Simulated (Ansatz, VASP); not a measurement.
## Mn in VASP and in Ansatz

```
Mn
1.0
     0.00000    1.75110    1.75110
     1.75110    0.00000    1.75110
     1.75110    1.75110    0.00000
Mn
1
Direct
  0.00000 0.00000 0.00000
```

Alike in both runs: functional PBE; k mesh 20 × 20 × 20; occupations gaussian, width 0.1 eV; no spin polarisation.

Ansatz relaxed the structure, and its values are those at the end. VASP's run is a single point on that final structure, the one shown.

```csv
,VASP,Ansatz
version,VASP 6.6.1,Ansatz 0.2.0
potentials or method,"VASP PAW PBE potentials, release 64 (Mn_pv), cutoff 520 eV","scalar-relativistic, plane waves, PAW"
valence electrons in the cell,13,15
```

|  | VASP | Ansatz | Ansatz less VASP |
| --- | --- | --- | --- |
| gap on the k mesh at the Fermi level (eV) | none | none | - |
| pressure (GPa) | 0.0 | 0.1 | +0.07 |

A gap of «none» marks a metal or a gap that the smearing closes. The functional is the same, so the differences come from potentials, cutoffs and numerics. VASP's potentials hold 13 valence electrons a cell and Ansatz's 15, so a difference there can come from the potentials and not from the codes.
